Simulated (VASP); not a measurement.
Input of a VASP 6.6.1 run:

File POSCAR:

```
Sc
1.0
    3.4055379748      0.0000000000      0.0000000000
   -1.7027689874      2.9492823998      0.0000000000
    0.0000000000      0.0000000000      5.2689014308
Sc
2
Direct
    0.3333333333      0.6666666667      0.2500000000
    0.6666666667      0.3333333333      0.7500000000
```

Contents of INCAR.step1:

```
  PREC = Accurate
  ENCUT = 520
  ISMEAR = 0
  SIGMA = 0.1
  LREAL = False
  LASPH = True
  NELM = 80
  NBANDS = 18
  GGA = PE
  ALGO = Normal
  EDIFF = 1E-4
  LWAVE = True
  LCHARG = False
```

INCAR.step2

```
  PREC = Accurate
  ENCUT = 520
  EDIFF = 1E-7
  ISMEAR = 0
  SIGMA = 0.1
  LREAL = False
  LASPH = True
  NELM = 80
  ALGO = Normal
  ISIF = 2
  LWAVE = False
  LCHARG = False
  METAGGA = R2SCAN
  LMIXTAU = True
  NBANDS = 18
  ISTART = 1
```

The input KPOINTS:

```
Automatic mesh
0
Gamma
  6 6 4
```

Potentials or basis: VASP PAW PBE potentials, release 64 (Sc_sv).

Command:

```console
$ cat potpaw_PBE.64/Sc_sv/POTCAR > POTCAR
$ cp INCAR.step1 INCAR
$ mpirun -np 1 vasp_std > vasp.out
$ cp INCAR.step2 INCAR
$ mpirun -np 1 vasp_std > vasp.out
```

**Question.** What does it give for the pressure?

**Answer.** -3.1 GPa.

**Question.** Predict the band gap on the k mesh.

**Answer.** Zero (band 11 reaches 4.40 eV, above the bottom of band 12 at 2.89 eV).

Stress tensor (GPa, compression positive):
```
-3.19  0.00  0.00
 0.00 -3.19  0.00
 0.00  0.00 -2.97
```

Caveat: the PAW data sets were made with another functional, which shifts forces and pressure a little.
